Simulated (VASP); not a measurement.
# Na2S (Fm-3m) in VASP: a series of runs

The runs below take Na2S through single point, with BLYP.

All numbers are computed with VASP 6.6.1; they aren't measurements. Logs are shortened: lines on timing, memory, paths and dates and some standing lists are left out, and cuts for length are marked.

## Step 1: The cell of the first run

The structure is cubic, space group Fm-3m (No. 225). The conventional cell has a = 6.526 Å, b = 6.526 Å, c = 6.526 Å, α = 90.00°, β = 90.00°, γ = 90.00°. Na (site symmetry -43m) has 4 S at 2.83 Å and 6 Na at 3.26 Å within 3.7 Å. S (site symmetry m-3m) has 8 Na at 2.83 Å within 3.7 Å.

## Step 2: Single point, BLYP

File INCAR:

```
PREC     = Accurate       # precision mode
ENCUT    = 500            # plane-wave cutoff, eV
EDIFF    = 1E-6           # SCF threshold, eV
ISMEAR   = 0              # smearing method
SIGMA    = 0.05           # smearing width, eV
LREAL    = False          # projectors in reciprocal space
LASPH    = True           # aspherical terms in the spheres
NELM     = 120            # most SCF steps
ALGO     = Normal         # electronic algorithm
ISIF     = 2              # what is computed and relaxed
LWAVE    = False          # write WAVECAR
LCHARG   = False          # write CHGCAR
GGA      = B5             # functional
ALDAX    = 1.0          
AGGAX    = 1.0          
AGGAC    = 1.0          
ALDAC    = 0.0          
NBANDS   = 17             # bands
GGA_COMPAT= False
```

File KPOINTS:

```
regular mesh
0
Gamma
  6 6 6
```

File POSCAR:

```
Na2S
1.0
    0.0000000000      3.2629996103      3.2629996103
    3.2629996103      0.0000000000      3.2629996103
    3.2629996103      3.2629996103      0.0000000000
Na S
2 1
Direct
    0.2500000000      0.2500000000      0.2500000000
    0.7500000000      0.7500000000      0.7500000000
    0.0000000000      0.0000000000      0.0000000000
```

Potentials or basis: VASP PAW PBE potentials, release 64 (Na_pv, S).

On the command line:

```
> cat potpaw_PBE.64/Na_pv/POTCAR potpaw_PBE.64/S/POTCAR > POTCAR
> mpirun -np 1 vasp_std > vasp.out
```

OUTCAR:

```text
PREC = Accurate
   ENCUT = 500
   EDIFF = 1E-6
   ISMEAR = 0
   LREAL = False
   LASPH = True
   NELM = 120
   ISIF = 2
   GGA = B5

 ion  position               nearest neighbor table
   1  0.250  0.250  0.250-
   2  0.750  0.750  0.750-
   3  0.000  0.000  0.000-

  LATTYP: Found a face centered cubic cell.
 ALAT       =     6.5259992206

  Lattice vectors:

 A1 = (   0.0000000000,   3.2629996103,   3.2629996103)
 A2 = (   3.2629996103,   0.0000000000,   3.2629996103)
 A3 = (   3.2629996103,   3.2629996103,   0.0000000000)

Analysis of symmetry for initial positions (statically):
=====================================================================
 Subroutine PRICEL returns:
 Original cell was already a primitive cell.

 Routine SETGRP: Setting up the symmetry group for a
 face centered cubic supercell.

 Subroutine GETGRP returns: Found 48 space group operations
 (whereof 48 operations were pure point group operations)
 out of a pool of 48 trial point group operations.

The static configuration has the point symmetry O_h .

Analysis of symmetry for dynamics (positions and initial velocities):
=====================================================================
 Subroutine PRICEL returns:
 Original cell was already a primitive cell.

 Routine SETGRP: Setting up the symmetry group for a
 face centered cubic supercell.

 Subroutine GETGRP returns: Found 48 space group operations
 (whereof 48 operations were pure point group operations)
 out of a pool of 48 trial point group operations.

The dynamic configuration has the point symmetry O_h .

 Subroutine INISYM returns: Found 48 space group operations
 (whereof 48 operations are pure point group operations),
 and found     1 'primitive' translations

----------------------------------------------------------------------------------------

                                     Primitive cell

  volume of cell :      69.4834

  direct lattice vectors                    reciprocal lattice vectors
     0.000000000  3.262999610  3.262999610    -0.153233239  0.153233239  0.153233239
     3.262999610  0.000000000  3.262999610     0.153233239 -0.153233239  0.153233239
     3.262999610  3.262999610  0.000000000     0.153233239  0.153233239 -0.153233239

  length of vectors
     4.614578303  4.614578303  4.614578303     0.265407756  0.265407756  0.265407756

  position of ions in fractional coordinates (direct lattice)
     0.250000000  0.250000000  0.250000000
     0.750000000  0.750000000  0.750000000
     0.000000000  0.000000000  0.000000000

  ion indices of the primitive-cell ions
   primitive index   ion index
                 1           1
                 2           2
                 3           3

----------------------------------------------------------------------------------------

 KPOINTS: regular mesh

Automatic generation of k-mesh.
 Grid dimensions read from file:
 generate k-points for:    6    6    6

 Generating k-lattice:

  Cartesian coordinates                     Fractional coordinates (reciprocal lattice)
    -0.025538873  0.025538873  0.025538873     0.166666667  0.000000000  0.000000000
     0.025538873 -0.025538873  0.025538873     0.000000000  0.166666667  0.000000000
     0.025538873  0.025538873 -0.025538873     0.000000000  0.000000000  0.166666667

  Length of vectors
     0.044234626  0.044234626  0.044234626

  Shift w.r.t. Gamma in fractional coordinates (k-lattice)
     0.000000000  0.000000000  0.000000000

 Subroutine IBZKPT returns following result:
 ===========================================

 Found     16 irreducible k-points:

 Following reciprocal coordinates:
            Coordinates               Weight
  0.000000  0.000000  0.000000      1.000000
  0.166667  0.000000  0.000000      8.000000
  0.333333  0.000000  0.000000      8.000000
  0.500000  0.000000  0.000000      4.000000
  0.166667  0.166667  0.000000      6.000000
  0.333333  0.166667  0.000000     24.000000
[... 8 lines left out ...]
 -0.333333  0.333333  0.166667     24.000000
 -0.333333  0.500000  0.166667     12.000000
   k-points           NKPTS =     16   k-points in BZ     NKDIM =     16   number of bands    NBANDS=     17
   number of dos      NEDOS =    301   number of ions     NIONS =      3
   total plane-waves  NPLWV =  46656
   dimension x,y,z NGX =    36 NGY =   36 NGZ =   36
   dimension x,y,z NGXF=    72 NGYF=   72 NGZF=   72
   ions per type =               2   1
   NGX,Y,Z   is equivalent  to a cutoff of  12.97, 12.97, 12.97 a.u.
   NGXF,Y,Z  is equivalent  to a cutoff of  25.94, 25.94, 25.94 a.u.
 SYSTEM =  unknown system
   PREC   = accura    normal or accurate (medium, high low for compatibility)
   ISTART =      0    job   : 0-new  1-cont  2-samecut
   ICHARG =      2    charge: 1-file 2-atom 10-const
   ISPIN  =      1    spin polarized calculation?
   LNONCOLLINEAR =      F non collinear calculations
   LSORBIT =      F    spin-orbit coupling
   LASPH  =      T    aspherical Exc in radial PAW
   ENCUT  =  500.0 eV  36.75 Ry    6.06 a.u.   8.41  8.41  8.41*2*pi/ulx,y,z
   NELM   =    120;   NELMIN=  2; NELMDL= -5     # of ELM steps
   EDIFF  = 0.1E-05   stopping-criterion for ELM
   LREAL  =      F    real-space projection
   EDIFFG = 0.1E-04   stopping-criterion for IOM
   NSW    =      0    number of steps for IOM
   IBRION =     -1    ionic relax: 0-MD 1-quasi-New 2-CG
   NFREE  =      0    steps in history (QN), initial steepest desc. (CG)
   ISIF   =      2    stress and relaxation
   ISYM   =      2    0-nonsym 1-usesym 2-fastsym
   POTIM  = 0.5000    time-step for ionic-motion
   TEBEG  =    0.0;   TEEND  =   0.0 temperature during run
   PSTRESS=    0.0 pullay stress
   NELECT =      20.0000    total number of electrons
   NUPDOWN=      -1.0000    fix difference up-down
   EMIN   =  10.00;   EMAX   =-10.00  energy-range for DOS
   EFERMI =   0.00;   METHOD = LEGACY
   ISMEAR =     0;   SIGMA  =   0.05  broadening in eV -4-tet -1-fermi 0-gaus
   EFERMI_NEDOS =   21; number of points for ismear=-14 and -15
   IALGO  =     38    algorithm
   IMIX   =      4    mixing-type and parameters
     AMIX     =   0.40;   BMIX     =  1.00
     AMIX_MAG =   1.60;   BMIX_MAG =  1.00
  volume/ion in A,a.u.               =      23.16       156.30
  Fermi-wavevector in a.u.,A,eV,Ry     =   1.080914  2.042631 15.896708  1.168375
  Thomas-Fermi vector in A             =   2.216917
   LORBIT       =      0    0 simple, 1 ext, 2 COOP (PROOUT), +10 PAW based schemes
   GGA     = B5    functional components
   LHFCALC =     F    Hartree Fock is set to
   AEXX    =    0.0000 exact exchange contribution
   IVDW    =     0    specifies the selected vdW correction
   LEPSILON=     F    determine dielectric tensor
   LRPA    =     F    only Hartree local field effects (RPA)
 non-spin polarized calculation
 Gauss-broadening in eV      SIGMA  =   0.05
  energy-cutoff  :      500.00
  volume of cell :       69.48
 maximum number of plane-waves:      1807
 NGX is ok and might be reduce to    36
   NGX = 17   NGY = 17   NGZ = 17

 number of electron      19.9999985 magnetization

 Free energy of the ion-electron system (eV)
  ---------------------------------------------------
  ext. energy  EPLUGINS =         0.00000000
  ---------------------------------------------------
  free energy    TOTEN  =        -9.20825276 eV

  energy without entropy =       -9.20825276  energy(sigma->0) =       -9.20825276

 E-fermi :   0.8755     XC(G=0):  -7.4465

 val. band max:        0.5685465970   @ k =   0.0000   0.0000   0.0000
 cond. band min:       3.1834178442   @ k =   0.0000   0.0000   0.0000
 fundamental gap:      2.6148712473
 Fermi energy:         0.8755046436

 k-point     1 :       0.0000    0.0000    0.0000
  band No.  band energies     occupation
      1     -22.0027      2.00000
      2     -22.0027      2.00000
      3     -22.0027      2.00000
      4     -21.9492      2.00000
      5     -21.9492      2.00000
      6     -21.9492      2.00000
[... 9 lines left out ...]
     16       9.9818      0.00000
     17      11.9252      0.00000

 k-point     2 :       0.1667    0.0000    0.0000
  band No.  band energies     occupation
      1     -22.0003      2.00000
      2     -21.9993      2.00000
      3     -21.9993      2.00000
      4     -21.9545      2.00000
      5     -21.9530      2.00000
      6     -21.9530      2.00000
[... 9 lines left out ...]
     16       9.5395      0.00000
     17      11.3346      0.00000

 k-point     3 :       0.3333    0.0000    0.0000
  band No.  band energies     occupation
      1     -21.9934      2.00000
      2     -21.9900      2.00000
      3     -21.9900      2.00000
      4     -21.9674      2.00000
      5     -21.9632      2.00000
      6     -21.9632      2.00000
[... 9 lines left out ...]
     16      10.3900      0.00000
     17      11.0671      0.00000

 k-point     4 :       0.5000    0.0000    0.0000
  band No.  band energies     occupation
      1     -21.9844      2.00000
      2     -21.9794      2.00000
      3     -21.9776      2.00000
      4     -21.9776      2.00000
      5     -21.9760      2.00000
      6     -21.9760      2.00000
[... 9 lines left out ...]
     16      12.0244      0.00000
     17      12.0244      0.00000
[... 183 lines left out ...]
      1     -22.0147      2.00000
      2     -22.0051      2.00000
      3     -21.9934      2.00000
      4     -21.9622      2.00000
      5     -21.9543      2.00000
      6     -21.9421      2.00000
[... 9 lines left out ...]
     16      11.7126      0.00000
     17      12.6630      0.00000

 k-point    15 :      -0.3333    0.3333    0.1667
  band No.  band energies     occupation
      1     -22.0174      2.00000
      2     -22.0128      2.00000
      3     -21.9781      2.00000
      4     -21.9780      2.00000
      5     -21.9443      2.00000
      6     -21.9435      2.00000
[... 9 lines left out ...]
     16      11.2530      0.00000
     17      12.6088      0.00000

 k-point    16 :      -0.3333    0.5000    0.1667
  band No.  band energies     occupation
      1     -22.0252      2.00000
      2     -22.0167      2.00000
      3     -21.9958      2.00000
      4     -21.9600      2.00000
      5     -21.9404      2.00000
      6     -21.9371      2.00000
[... 9 lines left out ...]
     16      11.8039      0.00000
     17      12.5413      0.00000

------------------------ aborting loop because EDIFF is reached ----------------------------------------

  FORCE on cell =-STRESS in cart. coord.  units (eV):
  Direction    XX          YY          ZZ          XY          YZ          ZX
  --------------------------------------------------------------------------------------
  -------------------------------------------------------------------------------------
  Total        0.5481904      0.5481904      0.5481904     -0.0000000     -0.0000000      0.0000000
  in kB       12.6404043     12.6404043     12.6404043     -0.0000000     -0.0000000      0.0000000
  external PRESSURE =      12.6404043 kB  Pullay stress =       0.0000000 kB

 VOLUME and BASIS-vectors are now :
 -----------------------------------------------------------------------------
  energy-cutoff  :      500.00
  volume of cell :       69.48
      direct lattice vectors                 reciprocal lattice vectors
     0.000000000  3.262999610  3.262999610    -0.153233239  0.153233239  0.153233239
     3.262999610  0.000000000  3.262999610     0.153233239 -0.153233239  0.153233239
     3.262999610  3.262999610  0.000000000     0.153233239  0.153233239 -0.153233239

 POSITION                                       TOTAL-FORCE (eV/Angst)
 -----------------------------------------------------------------------------------
      1.63150      1.63150      1.63150        -0.000000     -0.000000     -0.000000
      4.89450      4.89450      4.89450         0.000000      0.000000      0.000000
      0.00000      0.00000      0.00000         0.000000     -0.000000      0.000000
 -----------------------------------------------------------------------------------
    total drift:                                0.000000      0.000000      0.000000

  FREE ENERGIE OF THE ION-ELECTRON SYSTEM (eV)
  ---------------------------------------------------
  free  energy   TOTEN  =        -9.2082527606 eV

  energy  without entropy=       -9.2082527606  energy(sigma->0) =       -9.20825276
```

Wall time 23 s (1 thread of Intel Xeon Platinum 8375C at 2.90GHz (Ice Lake), shared host); peak memory 0.19 GiB.

What came out:

```yaml
Free_energy: -9.2083 eV
Pressure: 1.3 GPa
Band_gap_on_the_k_mesh: 2.61 eV
```

Caveat: the PAW data sets were made with another functional, which shifts forces and pressure a little.

## Step 3: Single point, BLYP (23.36 Å³/atom)

This run uses another cell than the first one, of 23.36 Å³/atom.

File INCAR:

```
PREC = Accurate ; ENCUT = 500
EDIFF = 1E-6 ; ISMEAR = 0
SIGMA = 0.05 ; LREAL = F
LASPH = T ; NELM = 120
ALGO = Normal ; ISIF = 2
LWAVE = F ; LCHARG = T
GGA = B5 ; ALDAX = 1.0
AGGAX = 1.0 ; AGGAC = 1.0
ALDAC = 0.0 ; LELF = T
LVHAR = T ; NBANDS = 17
GGA_COMPAT = F
```

KPOINTS is that of step 2.

File POSCAR:

```
Na2S
1.0
    0.0000000000      3.2724259675      3.2724259675
    3.2724259675      0.0000000000      3.2724259675
    3.2724259675      3.2724259675      0.0000000000
Na S
2 1
Direct
    0.2500000000      0.2500000000      0.2500000000
    0.7500000000      0.7500000000      0.7500000000
    0.0000000000      0.0000000000      0.0000000000
```

Potentials or basis: VASP PAW PBE potentials, release 64 (Na_pv, S).

On the command line:

```
> cat potpaw_PBE.64/Na_pv/POTCAR potpaw_PBE.64/S/POTCAR > POTCAR
> mpirun -np 1 vasp_std > vasp.out
```

Wall time 24 s (1 thread of Intel Xeon Platinum 8375C at 2.90GHz (Ice Lake), shared host); peak memory 0.19 GiB.

It converged, with:

```yaml
Free_energy: -9.2128 eV
Pressure: 1.0 GPa
Band_gap_on_the_k_mesh: 2.59 eV
```

Levels at points of the mesh, in eV from the valence-band top:
| k point | band 7 | band 8 | band 9 | band 10 | band 11 | band 12 | band 13 | band 14 |
| --- | --- | --- | --- | --- | --- | --- | --- | --- |
| (0.00, 0.00, 0.00) | -10.13 | 0.00 | 0.00 | 0.00 | 2.59 | 7.76 | 7.76 | 7.76 |
| (0.50, 0.00, 0.00) | -9.89 | -1.61 | -0.13 | -0.13 | 4.78 | 6.68 | 7.20 | 7.20 |
| (0.50, 0.50, 0.00) | -9.82 | -1.46 | -0.45 | -0.45 | 4.06 | 5.97 | 8.43 | 9.82 |

Caveat: the PAW data sets were made with another functional, which shifts forces and pressure a little. Expect the measured gap to be larger: semilocal functionals such as BLYP lack the derivative discontinuity.
